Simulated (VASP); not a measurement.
AlNi3, 4 atoms in the cell. Symmetry: Fm-3m, No. 225, cubic system. Conventional cell: a = 5.604 Å, b = 5.604 Å, c = 5.604 Å, α = 90.00°, β = 90.00°, γ = 90.00°. Ni (site symmetry -43m) has 4 Al at 2.43 Å and 10 Ni at 2.43 to 2.80 Å within 3.2 Å. Within 3.2 Å of Ni (site symmetry m-3m) lie 8 Ni at 2.43 Å and 6 Al at 2.80 Å. Within 3.2 Å of Al (site symmetry m-3m) lie 14 Ni at 2.43 to 2.80 Å. 

| Property | Result |
| --- | --- |
| Program | VASP 6.6.1 |
| Task | relaxation of cell and atoms |
| Functional | PBEsol |
| Potentials or basis | VASP PAW PBE potentials, release 64 (Ni, Al) |
| Cutoff | 600 eV |
| k mesh | 8 × 8 × 8 |
| Occupations | fermi-dirac, width 0.05 eV |
| Spin | collinear spin, ferromagnetic start |
| Starting moments | [1.0, 1.0, 1.0, 0.0] μB |
| Dipole correction | no |
| Further INCAR settings | ALGO = Normal; EDIFF = 1e-06; IBRION = 2; EDIFFG = -0.01; NSW = 60; ISIF = 3 |

Potentials or basis: VASP PAW PBE potentials, release 64 (Ni, Al).

Run with:

```console
$ cat potpaw_PBE.64/Ni/POTCAR potpaw_PBE.64/Al/POTCAR > POTCAR
$ mpirun -np 1 vasp_std > vasp.out
```

Hardware: 1 thread of Intel(R) Xeon(R) Platinum 8488C (Sapphire Rapids), on a shared host.

**Question.** How long does it take, and how much memory?

**Answer.** Run time: 84 s on 1 thread of Intel(R) Xeon(R) Platinum 8488C (Sapphire Rapids) (shared host), peak memory 0.23 GiB. Counts: scf iterations 32, k points 29, ion steps 3.
